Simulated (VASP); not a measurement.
# Al (Fm-3m) in VASP: a series of runs, part 2 of 2

VASP 6.6.1. Earlier steps stand in the parts before.

## Step 3: Relaxation of cell and atoms, PBEsol, target pressure 8 GPa, at which the enthalpy is minimised

This run uses another cell than the first one, of 14.85 Å³/atom, 1.056 times its volume.

The input, INCAR:

```
SYSTEM = Al
ALGO = Fast
EDIFF = 1E-6
EDIFFG = -0.008
ENCUT = 600
GGA = PS
IBRION = 2
ISIF = 3
ISMEAR = 0
LASPH = .True.
LCHARG = .False.
LREAL = .False.
LWAVE = .False.
NELM = 60
NSW = 70
PREC = Accurate
PSTRESS = 80.0
SIGMA = 0.1
```

The input, KPOINTS:

```
k-points
0
Gamma
  18 18 18
  0 0 0
```

The input, POSCAR:

```
Al
1.0
    0.0000000000      1.9508577824      1.9508577824
    1.9508577824      0.0000000000      1.9508577824
    1.9508577824      1.9508577824      0.0000000000
Al
1
Direct
    0.0000000000      0.0000000000      0.0000000000
```

Potentials or basis: VASP PAW PBE potentials, release 64 (Al).

On the command line:

```sh
$ cat potpaw_PBE.64/Al/POTCAR > POTCAR
$ mpirun -np 1 vasp_std > vasp.out
```

OUTCAR:

```text
SYSTEM = Al
   EDIFF = 1E-6
   EDIFFG = -0.008
   ENCUT = 600
   GGA = PS
   IBRION = 2
   ISIF = 3
   ISMEAR = 0
   LASPH = .True.
   LREAL = .False.
   NELM = 60
   NSW = 70
   PREC = Accurate
   PSTRESS = 80.0

 ion  position               nearest neighbor table
   1  0.000  0.000  0.000-

  LATTYP: Found a face centered cubic cell.
 ALAT       =     3.9017155648

  Lattice vectors:

 A1 = (   0.0000000000,   1.9508577824,   1.9508577824)
 A2 = (   1.9508577824,   0.0000000000,   1.9508577824)
 A3 = (   1.9508577824,   1.9508577824,   0.0000000000)

Analysis of symmetry for initial positions (statically):
=====================================================================
 Subroutine PRICEL returns:
 Original cell was already a primitive cell.

 Routine SETGRP: Setting up the symmetry group for a
 face centered cubic supercell.

 Subroutine GETGRP returns: Found 48 space group operations
[... 9 lines left out ...]

 Routine SETGRP: Setting up the symmetry group for a
 face centered cubic supercell.

 Subroutine GETGRP returns: Found 48 space group operations
[... 11 lines left out ...]
                                     Primitive cell

  volume of cell :      14.8493

  direct lattice vectors                    reciprocal lattice vectors
     0.000000000  1.950857782  1.950857782    -0.256297514  0.256297514  0.256297514
     1.950857782  0.000000000  1.950857782     0.256297514 -0.256297514  0.256297514
     1.950857782  1.950857782  0.000000000     0.256297514  0.256297514 -0.256297514

  length of vectors
     2.758929534  2.758929534  2.758929534     0.443920316  0.443920316  0.443920316

  position of ions in fractional coordinates (direct lattice)
     0.000000000  0.000000000  0.000000000

  ion indices of the primitive-cell ions
   primitive index   ion index
                 1           1

[... 92 lines left out ...]
  volume/ion in A,a.u.               =      14.85       100.21
  Fermi-wavevector in a.u.,A,eV,Ry     =   0.960608  1.815286 12.555023  0.922768
  Thomas-Fermi vector in A             =   2.089907
   LORBIT       =      0    0 simple, 1 ext, 2 COOP (PROOUT), +10 PAW based schemes
   GGA     = PS    functional components
   LHFCALC =     F    Hartree Fock is set to
   AEXX    =    0.0000 exact exchange contribution
   IVDW    =     0    specifies the selected vdW correction
   LEPSILON=     F    determine dielectric tensor
   LRPA    =     F    only Hartree local field effects (RPA)
 conjugate gradient relaxation of ions
 non-spin polarized calculation
 RMM-DIIS sequential band-by-band and
 Gauss-broadening in eV      SIGMA  =   0.10
  energy-cutoff  :      600.00
  volume of cell :       14.85
 maximum number of plane-waves:       531
 NGX is ok and might be reduce to    24
   NGX = 11   NGY = 11   NGZ = 11

--------------------------------------- Ionic step        1  -------------------------------------------

 number of electron       3.0000000 magnetization

 Free energy of the ion-electron system (eV)
  ---------------------------------------------------
  ext. energy  EPLUGINS =         0.00000000
  ---------------------------------------------------
  free energy    TOTEN  =        -4.05762443 eV

  energy without entropy =       -4.05503818  energy(sigma->0) =       -4.05633130

------------------------ aborting loop because EDIFF is reached ----------------------------------------

  FORCE on cell =-STRESS in cart. coord.  units (eV):
  Direction    XX          YY          ZZ          XY          YZ          ZX
  --------------------------------------------------------------------------------------
  -------------------------------------------------------------------------------------
  Total        0.7936953      0.7936953      0.7936953     -0.0000000     -0.0000000      0.0000000
  in kB       85.6362349     85.6362349     85.6362349     -0.0000000     -0.0000000      0.0000000
  external PRESSURE =       5.6362349 kB  Pullay stress =      80.0000000 kB
[... 61 lines left out ...]
--------------------------------------- Ionic step        3  -------------------------------------------

 number of electron       3.0000000 magnetization

 Free energy of the ion-electron system (eV)
  ---------------------------------------------------
  ext. energy  EPLUGINS =         0.00000000
  ---------------------------------------------------
  free energy    TOTEN  =        -4.06125496 eV

  energy without entropy =       -4.05863660  energy(sigma->0) =       -4.05994578

 E-fermi :   9.0340     XC(G=0): -10.6296

 val. band max:        9.0176159217   @ k =  -0.2222   0.3889   0.1667
 cond. band min:       9.0608492034   @ k =  -0.3333   0.3889   0.0556
 fundamental gap:      0.0432332817
 Fermi energy:         9.0339718277

 k-point     1 :       0.0000    0.0000    0.0000
  band No.  band energies     occupation
      1      -2.8045      2.00000
      2      22.2033      0.00000
      3      22.2033      0.00000
      4      22.2033      0.00000
      5      24.4909      0.00000
[... 177 lines left out ...]
 k-point    24 :      -0.2222    0.0556    0.0000
  band No.  band energies     occupation
      1      -1.0528      2.00000
      2      13.0996      0.00000
      3      18.9463      0.00000
      4      21.9394      0.00000
      5      23.8417      0.00000

 [... further k-points ...]
[... 5 lines left out ...]
  --------------------------------------------------------------------------------------
  -------------------------------------------------------------------------------------
  Total        0.7453907      0.7453907      0.7453907     -0.0000000     -0.0000000     -0.0000000
  in kB       80.0456293     80.0456293     80.0456293     -0.0000000     -0.0000000     -0.0000000
  external PRESSURE =       0.0456293 kB  Pullay stress =      80.0000000 kB
[... 20 lines left out ...]
  energy  without entropy=       -4.0586366044  energy(sigma->0) =       -4.05994578

  enthalpy is  TOTEN    =        -3.3162891329 eV   P V=        0.7449658272

 reached required accuracy - stopping structural energy minimisation
```

OSZICAR:

```text
N       E                     dE             d eps       ncg     rms          rms(c)
DAV:   1    -0.143486425581E+01   -0.14349E+01   -0.92634E+02  1985   0.375E+02
DAV:   2    -0.406630532948E+01   -0.26314E+01   -0.23546E+01  2550   0.352E+01
DAV:   3    -0.408847048977E+01   -0.22165E-01   -0.22151E-01  2530   0.384E+00
DAV:   4    -0.408854918577E+01   -0.78696E-04   -0.78696E-04  2590   0.216E-01
[... 11 lines left out ...]
RMM:   4    -0.406332368803E+01    0.35817E-06   -0.85305E-07  1138   0.899E-03
   2 F= -.33162465E+01 E0= -.33149280E+01  d E =-.794952E-04
       N       E                     dE             d eps       ncg     rms          rms(c)
DAV:   1    -0.406125713204E+01    0.20669E-02   -0.35727E-04  2505   0.126E-01    0.202E-02
RMM:   2    -0.406125566053E+01    0.14715E-05   -0.15057E-06  1482   0.126E-02    0.946E-03
RMM:   3    -0.406125496012E+01    0.70041E-06   -0.49301E-07  1071   0.589E-03
   3 F= -.33162891E+01 E0= -.33149800E+01  d E =-.122150E-03
```

Wall time 26 s (1 thread of Intel Xeon 8259CL, shared host); peak memory 0.15 GiB.

Results:

* Free energy: -4.0613 eV
* Relaxed volume: 14.92 Å³/atom
* Relaxed cell: a = 2.763 Å, b = 2.763 Å, c = 2.763 Å, α = 60.00°, β = 60.00°, γ = 60.00°
* Space group after relaxing (to 0.05 Å): Fm-3m (No. 225)
* Energy change on relaxing (the enthalpy is what falls): -3.6 meV/atom
* Ionic steps: 3
* Pressure after relaxing: 8.0 GPa

Step by step:
```tsv
step	energy change (eV)	largest force (eV/Å)	pressure (GPa)	volume (Å³)
1	0.0000	0.0000	8.56	14.85
2	-0.0057	0.0000	7.68	14.96
3	-0.0036	0.0000	8.00	14.92
```

Final structure:
```cif
data_structure
_symmetry_space_group_name_H-M 'P 1'
_symmetry_Int_Tables_number 1
_cell_length_a 2.7633
_cell_length_b 2.7633
_cell_length_c 2.7633
_cell_angle_alpha 60.000
_cell_angle_beta 60.000
_cell_angle_gamma 60.000
_cell_volume 14.92
loop_
_atom_site_label
_atom_site_type_symbol
_atom_site_fract_x
_atom_site_fract_y
_atom_site_fract_z
_atom_site_occupancy
Al1 Al 0.00000 0.00000 0.00000 1
```

Levels at points of the mesh, in eV from the Fermi level:
| k point | band 1 | band 2 | band 3 | band 4 | band 5 |
| --- | --- | --- | --- | --- | --- |
| (0.00, 0.00, 0.00) | -11.84 | 13.17 | 13.17 | 13.17 | 15.46 |
| (0.50, 0.00, 0.00) | -5.00 | -4.51 | 11.91 | 11.91 | 12.52 |
| (0.50, 0.50, 0.00) | -3.16 | -1.64 | 5.28 | 6.08 | 6.08 |

Caveat: the cell is relaxed towards a set pressure, so the enthalpy falls and the energy may rise; the PAW data sets were made with another functional, which shifts forces and pressure a little.
